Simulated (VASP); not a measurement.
A run of VASP 6.6.1 is set up as follows.

File INCAR:

```
  PREC = Accurate
  ENCUT = 600
  EDIFF = 1E-7
  ISMEAR = 0
  SIGMA = 0.1
  LREAL = F
  LASPH = T
  NELM = 100
  ALGO = Normal
  ISIF = 3
  LWAVE = F
  LCHARG = F
  GGA = PE
  IBRION = 2
  NSW = 100
  EDIFFG = -0.01
```

Contents of KPOINTS:

```
regular mesh
0
Gamma
  12 8 12
```

The input POSCAR:

```
Mo2H3
1.0
    3.3106932991      0.0000000000      0.0000000000
    0.0000000000      4.8793609441      0.0000000000
    0.0000000000      0.0000000000      3.3110194146
H Mo
3 2
Direct
    0.0000000000      0.0000000000      0.5000000000
    0.5000000000      0.0000000000      0.0000000000
    0.0000000000      0.0000000000      0.0000000000
    0.5000000000      0.5000000000      0.5000000000
    0.5000000000      0.0000000000      0.5000000000
```

Potentials or basis: VASP PAW PBE potentials, release 64 (H, Mo_sv).

Launch:

```bash
$ cat potpaw_PBE.64/H/POTCAR potpaw_PBE.64/Mo_sv/POTCAR > POTCAR
$ mpirun -np 1 vasp_std > vasp.out
```

**Question.** Estimate the relaxed volume.

**Answer.** 10.72 Å³/atom.

**Question.** What does it give for the relaxed cell?

**Answer.** a = 3.309 Å, b = 4.895 Å, c = 3.309 Å, α = 90.00°, β = 90.00°, γ = 90.00°.

The path:
```tsv
step	energy change (eV)	largest force (eV/Å)	pressure (GPa)	volume (Å³)
1	0.0000	0.0000	0.23	53.49
2	-0.0005	0.0000	-0.10	53.60
```

Caveat: an odd number of electrons without spin polarisation forces a metal; a magnetic or distorted state may lie lower.
